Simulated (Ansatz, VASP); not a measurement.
**One calculation of Nb3Sn2S2, two programs**

```
Nb Sn S
1.0
     2.93834    1.69645    4.91365
    -2.93834    1.69645    4.91365
     0.00000   -3.39290    4.91365
Nb Sn S
3 2 2
Direct
  0.00000 0.00000 0.50000
  0.00000 0.50000 0.00000
  0.50000 0.00000 0.00000
  0.00000 0.00000 0.00000
  0.50000 0.50000 0.50000
  0.71104 0.71104 0.71104
  0.28896 0.28896 0.28896
```

Change from the starting cell: species swapped into the In2Co3S2 type (R-3m, No. 166).

Alike in both runs: functional PBE; k mesh 3 × 3 × 3; occupations gaussian, width 0.15 eV; no spin polarisation.

Ansatz relaxed the structure, and its values are those at the end. VASP's run is a single point on that final structure, the one shown.

|  | VASP | Ansatz |
| --- | --- | --- |
| version | VASP 6.6.1 | Ansatz 0.2.0 |
| potentials or method | VASP PAW PBE potentials, release 64 (Nb_sv, Sn_d, S), cutoff 520 eV | scalar-relativistic, plane waves, PAW |
| valence electrons in the cell | 79 | 79 |

|  | VASP | Ansatz | Ansatz less VASP |
| --- | --- | --- | --- |
| gap on the k mesh at the Fermi level (eV) | none | none | - |
| pressure (GPa) | -0.2 | 0.0 | +0.22 |
| rms of the force components (eV/Å) | 0.010 | 0.002 | -0.0071 |

A gap of «none» marks a metal or a gap that the smearing closes. The functional is the same, so the differences come from potentials, cutoffs and numerics.

The k mesh is coarse, so the values compare programs but aren't converged.
